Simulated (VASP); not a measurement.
# Zr3CdC (Pm-3m) in VASP: further runs

Zr3CdC is run at these levels: PBE; tasks: single point, relaxation of cell and atoms.

All numbers are computed with VASP 6.6.1; they aren't measurements. Logs are shortened: lines on timing, memory, paths and dates and some standing lists are left out, and cuts for length are marked.

### 1 The cell of the first run

It takes space group Pm-3m (No. 221, cubic). The conventional cell has a = 4.572 Å, b = 4.572 Å, c = 4.572 Å, α = 90.00°, β = 90.00°, γ = 90.00°. Within 3.0 Å of Zr (site symmetry 4/mmm) lie 2 C at 2.29 Å. Within 4.3 Å of Cd (site symmetry m-3m) lie 12 Zr at 3.23 Å and 8 C at 3.96 Å. C (site symmetry m-3m) has 6 Zr at 2.29 Å within 3.0 Å.

### 2 Single point, PBE

File INCAR:

```
ALGO = Normal
EDIFF = 1E-6
ENCUT = 520
GGA = PE
ISIF = 2
ISMEAR = 0
LASPH = T
LCHARG = F
LREAL = F
LWAVE = F
NBANDS = 34
NELM = 100
PREC = Accurate
SIGMA = 0.1
```

File KPOINTS:

```
k-points
0
Gamma
  8 8 8
```

File POSCAR:

```
Zr3CdC
1.0
    4.5721039113      0.0000000000      0.0000000000
    0.0000000000      4.5721039113      0.0000000000
    0.0000000000      0.0000000000      4.5721039113
Zr Cd C
3 1 1
Direct
    0.0000000000      0.5000000000      0.5000000000
    0.5000000000      0.0000000000      0.5000000000
    0.5000000000      0.5000000000      0.0000000000
    0.0000000000      0.0000000000      0.0000000000
    0.5000000000      0.5000000000      0.5000000000
```

Potentials or basis: VASP PAW PBE potentials, release 64 (Zr_sv, Cd, C).

Run with:

```sh
$ cat potpaw_PBE.64/Zr_sv/POTCAR potpaw_PBE.64/Cd/POTCAR potpaw_PBE.64/C/POTCAR > POTCAR
$ mpirun -np 1 vasp_std > vasp.out
```

OUTCAR:

```text
EDIFF = 1E-6
   ENCUT = 520
   GGA = PE
   ISIF = 2
   ISMEAR = 0
   LASPH = T
   LREAL = F
   NELM = 100
   PREC = Accurate

 ion  position               nearest neighbor table
   1  0.000  0.500  0.500-   5 2.29   5 2.29   4 3.23   2 3.23   3 3.23   4 3.23   2 3.23   4 3.23
                             4 3.23   2 3.23   3 3.23   3 3.23   3 3.23   2 3.23
   2  0.500  0.000  0.500-   5 2.29   5 2.29   4 3.23   1 3.23   3 3.23   4 3.23   1 3.23   3 3.23
                             3 3.23   3 3.23   1 3.23   4 3.23   4 3.23   1 3.23
   3  0.500  0.500  0.000-   5 2.29   5 2.29   4 3.23   1 3.23   1 3.23   2 3.23   2 3.23   2 3.23
                             4 3.23   2 3.23   1 3.23   4 3.23   1 3.23   4 3.23
   4  0.000  0.000  0.000-   1 3.23   2 3.23   3 3.23   1 3.23   2 3.23   1 3.23   3 3.23   1 3.23
                             2 3.23   3 3.23   2 3.23   3 3.23
   5  0.500  0.500  0.500-   1 2.29   2 2.29   3 2.29   3 2.29   2 2.29   1 2.29

  LATTYP: Found a simple cubic cell.
 ALAT       =     4.5721039113

  Lattice vectors:

 A1 = (   4.5721039113,   0.0000000000,   0.0000000000)
 A2 = (   0.0000000000,   4.5721039113,   0.0000000000)
 A3 = (   0.0000000000,   0.0000000000,   4.5721039113)

Analysis of symmetry for initial positions (statically):
=====================================================================
 Subroutine PRICEL returns:
 Original cell was already a primitive cell.

 Routine SETGRP: Setting up the symmetry group for a
 simple cubic supercell.

 Subroutine GETGRP returns: Found 48 space group operations
 (whereof 48 operations were pure point group operations)
 out of a pool of 48 trial point group operations.

The static configuration has the point symmetry O_h .

Analysis of symmetry for dynamics (positions and initial velocities):
=====================================================================
 Subroutine PRICEL returns:
 Original cell was already a primitive cell.

 Routine SETGRP: Setting up the symmetry group for a
 simple cubic supercell.

 Subroutine GETGRP returns: Found 48 space group operations
 (whereof 48 operations were pure point group operations)
 out of a pool of 48 trial point group operations.

The dynamic configuration has the point symmetry O_h .

 Subroutine INISYM returns: Found 48 space group operations
 (whereof 48 operations are pure point group operations),
 and found     1 'primitive' translations

----------------------------------------------------------------------------------------

                                     Primitive cell

  volume of cell :      95.5759

  direct lattice vectors                    reciprocal lattice vectors
     4.572103911  0.000000000  0.000000000     0.218717689  0.000000000  0.000000000
     0.000000000  4.572103911  0.000000000     0.000000000  0.218717689  0.000000000
     0.000000000  0.000000000  4.572103911     0.000000000  0.000000000  0.218717689

  length of vectors
     4.572103911  4.572103911  4.572103911     0.218717689  0.218717689  0.218717689

  position of ions in fractional coordinates (direct lattice)
     0.000000000  0.500000000  0.500000000
     0.500000000  0.000000000  0.500000000
     0.500000000  0.500000000  0.000000000
     0.000000000  0.000000000  0.000000000
     0.500000000  0.500000000  0.500000000

  ion indices of the primitive-cell ions
   primitive index   ion index
                 1           1
                 2           2
                 3           3
                 4           4
                 5           5

----------------------------------------------------------------------------------------

 KPOINTS: k-points

Automatic generation of k-mesh.
 Grid dimensions read from file:
 generate k-points for:    8    8    8

 Generating k-lattice:

  Cartesian coordinates                     Fractional coordinates (reciprocal lattice)
     0.027339711  0.000000000  0.000000000     0.125000000  0.000000000  0.000000000
     0.000000000  0.027339711  0.000000000     0.000000000  0.125000000  0.000000000
     0.000000000  0.000000000  0.027339711     0.000000000  0.000000000  0.125000000

  Length of vectors
     0.027339711  0.027339711  0.027339711

  Shift w.r.t. Gamma in fractional coordinates (k-lattice)
     0.000000000  0.000000000  0.000000000

 Subroutine IBZKPT returns following result:
 ===========================================

 Found     35 irreducible k-points:

 Following reciprocal coordinates:
            Coordinates               Weight
  0.000000  0.000000  0.000000      1.000000
  0.125000  0.000000  0.000000      6.000000
  0.250000  0.000000  0.000000      6.000000
  0.375000  0.000000  0.000000      6.000000
  0.500000  0.000000  0.000000      3.000000
  0.125000  0.125000  0.000000     12.000000
[... 16 lines left out ...]
  0.375000  0.375000  0.125000     24.000000
  0.500000  0.375000  0.125000     24.000000
 [... further k-points ...]
   k-points           NKPTS =     35   k-points in BZ     NKDIM =     35   number of bands    NBANDS=     34
   number of dos      NEDOS =    301   number of ions     NIONS =      5
   total plane-waves  NPLWV =  46656
   dimension x,y,z NGX =    36 NGY =   36 NGZ =   36
   dimension x,y,z NGXF=    72 NGYF=   72 NGZF=   72
   ions per type =               3   1   1
   NGX,Y,Z   is equivalent  to a cutoff of  13.09, 13.09, 13.09 a.u.
   NGXF,Y,Z  is equivalent  to a cutoff of  26.18, 26.18, 26.18 a.u.
 SYSTEM =  unknown system
   PREC   = accura    normal or accurate (medium, high low for compatibility)
   ISTART =      0    job   : 0-new  1-cont  2-samecut
   ICHARG =      2    charge: 1-file 2-atom 10-const
   ISPIN  =      1    spin polarized calculation?
   LNONCOLLINEAR =      F non collinear calculations
   LSORBIT =      F    spin-orbit coupling
   LASPH  =      T    aspherical Exc in radial PAW
   ENCUT  =  520.0 eV  38.22 Ry    6.18 a.u.   8.50  8.50  8.50*2*pi/ulx,y,z
   NELM   =    100;   NELMIN=  2; NELMDL= -5     # of ELM steps
   EDIFF  = 0.1E-05   stopping-criterion for ELM
   LREAL  =      F    real-space projection
   EDIFFG = 0.1E-04   stopping-criterion for IOM
   NSW    =      0    number of steps for IOM
   IBRION =     -1    ionic relax: 0-MD 1-quasi-New 2-CG
   NFREE  =      0    steps in history (QN), initial steepest desc. (CG)
   ISIF   =      2    stress and relaxation
   ISYM   =      2    0-nonsym 1-usesym 2-fastsym
   POTIM  = 0.5000    time-step for ionic-motion
   TEBEG  =    0.0;   TEEND  =   0.0 temperature during run
   PSTRESS=    0.0 pullay stress
   NELECT =      52.0000    total number of electrons
   NUPDOWN=      -1.0000    fix difference up-down
   EMIN   =  10.00;   EMAX   =-10.00  energy-range for DOS
   EFERMI =   0.00;   METHOD = LEGACY
   ISMEAR =     0;   SIGMA  =   0.10  broadening in eV -4-tet -1-fermi 0-gaus
   EFERMI_NEDOS =   21; number of points for ismear=-14 and -15
   IALGO  =     38    algorithm
   IMIX   =      4    mixing-type and parameters
     AMIX     =   0.40;   BMIX     =  1.00
     AMIX_MAG =   1.60;   BMIX_MAG =  1.00
  volume/ion in A,a.u.               =      19.12       129.00
  Fermi-wavevector in a.u.,A,eV,Ry     =   1.336472  2.525566 24.302146  1.786157
  Thomas-Fermi vector in A             =   2.465096
   LORBIT       =      0    0 simple, 1 ext, 2 COOP (PROOUT), +10 PAW based schemes
   GGA     = PE    functional components
   LHFCALC =     F    Hartree Fock is set to
   AEXX    =    0.0000 exact exchange contribution
   IVDW    =     0    specifies the selected vdW correction
   LEPSILON=     F    determine dielectric tensor
   LRPA    =     F    only Hartree local field effects (RPA)
 non-spin polarized calculation
 Gauss-broadening in eV      SIGMA  =   0.10
  energy-cutoff  :      520.00
  volume of cell :       95.58
 maximum number of plane-waves:      2612
 NGX is ok and might be reduce to    36
   NGX = 17   NGY = 17   NGZ = 17

 number of electron      51.9999987 magnetization

 Free energy of the ion-electron system (eV)
  ---------------------------------------------------
  ext. energy  EPLUGINS =         0.00000000
  ---------------------------------------------------
  free energy    TOTEN  =       -37.82021220 eV

  energy without entropy =      -37.80715377  energy(sigma->0) =      -37.81368299

 E-fermi :   7.5616     XC(G=0): -11.2762

 val. band max:        7.4849601576   @ k =   0.5000   0.2500   0.1250
 cond. band min:       7.5839600876   @ k =   0.3750   0.2500   0.1250
 fundamental gap:      0.0989999299
 Fermi energy:         7.5615526877

 k-point     1 :       0.0000    0.0000    0.0000
  band No.  band energies     occupation
      1     -41.3007      2.00000
      2     -41.1685      2.00000
      3     -41.1685      2.00000
      4     -19.6155      2.00000
      5     -19.6155      2.00000
      6     -19.6155      2.00000
[... 26 lines left out ...]
     33      10.3830      0.00000
     34      10.9601      0.00000

 k-point     2 :       0.1250    0.0000    0.0000
  band No.  band energies     occupation
      1     -41.2962      2.00000
      2     -41.1730      2.00000
      3     -41.1685      2.00000
      4     -19.6023      2.00000
      5     -19.6023      2.00000
      6     -19.5962      2.00000
[... 26 lines left out ...]
     33      11.0282      0.00000
     34      11.0283      0.00000

 k-point     3 :       0.2500    0.0000    0.0000
  band No.  band energies     occupation
      1     -41.2839      2.00000
      2     -41.1854      2.00000
      3     -41.1684      2.00000
      4     -19.5666      2.00000
      5     -19.5666      2.00000
      6     -19.5397      2.00000
[... 26 lines left out ...]
     33      11.4836      0.00000
     34      11.6304      0.00000
[... 704 lines left out ...]
 k-point    23 :       0.3750    0.3750    0.1250
  band No.  band energies     occupation
      1     -41.2379      2.00000
      2     -41.2058      2.00000
      3     -41.1932      2.00000
      4     -19.6672      2.00000
      5     -19.5256      2.00000
      6     -19.4058      2.00000
[... 26 lines left out ...]
     33      10.5217      0.00000
     34      11.3286      0.00000

 k-point    24 :       0.5000    0.3750    0.1250
  band No.  band energies     occupation
      1     -41.2279      2.00000
      2     -41.2122      2.00000
      3     -41.1966      2.00000
      4     -19.6721      2.00000
      5     -19.5505      2.00000
      6     -19.4082      2.00000
[... 26 lines left out ...]
     33      10.6068      0.00000
     34      11.0797      0.00000

 [... further k-points ...]

------------------------ aborting loop because EDIFF is reached ----------------------------------------

  FORCE on cell =-STRESS in cart. coord.  units (eV):
  Direction    XX          YY          ZZ          XY          YZ          ZX
  --------------------------------------------------------------------------------------
  -------------------------------------------------------------------------------------
  Total        0.0916042      0.0916042      0.0916042     -0.0000000     -0.0000000     -0.0000000
  in kB        1.5355993      1.5355993      1.5355993     -0.0000000     -0.0000000     -0.0000000
  external PRESSURE =       1.5355993 kB  Pullay stress =       0.0000000 kB

 VOLUME and BASIS-vectors are now :
 -----------------------------------------------------------------------------
  energy-cutoff  :      520.00
  volume of cell :       95.58
      direct lattice vectors                 reciprocal lattice vectors
     4.572103911  0.000000000  0.000000000     0.218717689  0.000000000  0.000000000
     0.000000000  4.572103911  0.000000000     0.000000000  0.218717689  0.000000000
     0.000000000  0.000000000  4.572103911     0.000000000  0.000000000  0.218717689

 POSITION                                       TOTAL-FORCE (eV/Angst)
 -----------------------------------------------------------------------------------
      0.00000      2.28605      2.28605         0.000000      0.000000      0.000000
      2.28605      0.00000      2.28605         0.000000      0.000000      0.000000
      2.28605      2.28605      0.00000         0.000000      0.000000      0.000000
      0.00000      0.00000      0.00000         0.000000      0.000000      0.000000
      2.28605      2.28605      2.28605         0.000000      0.000000      0.000000
 -----------------------------------------------------------------------------------
    total drift:                                0.000000      0.000000      0.000000

  FREE ENERGIE OF THE ION-ELECTRON SYSTEM (eV)
  ---------------------------------------------------
  free  energy   TOTEN  =       -37.8202122041 eV

  energy  without entropy=      -37.8071537737  energy(sigma->0) =      -37.81368299
```

Wall time 49 s (1 thread of Intel Xeon 6975P-C (Granite Rapids), shared host); peak memory 0.25 GiB.

What came out:

- Free energy: -37.8202 eV
- Pressure: 0.2 GPa
- Band gap on the k mesh: zero (band 26 reaches 8.28 eV, above the bottom of band 27 at 6.50 eV)

Levels at points of the mesh, in eV from the Fermi level:
| k point | band 23 | band 24 | band 25 | band 26 | band 27 | band 28 | band 29 | band 30 |
| --- | --- | --- | --- | --- | --- | --- | --- | --- |
| (0.00, 0.00, 0.00) | -1.17 | -1.17 | -1.06 | -1.06 | -1.06 | 2.43 | 2.43 | 2.43 |
| (0.50, 0.00, 0.00) | -1.94 | -1.12 | -1.03 | -1.03 | 0.21 | 1.02 | 1.69 | 2.19 |
| (0.50, 0.50, 0.00) | -1.72 | -1.72 | -1.18 | 0.67 | 0.67 | 0.69 | 0.69 | 1.91 |
| (0.50, 0.50, 0.50) | -0.15 | -0.15 | -0.15 | 0.71 | 0.71 | 0.71 | 0.77 | 0.77 |

(Continued in part 2 of 3.)
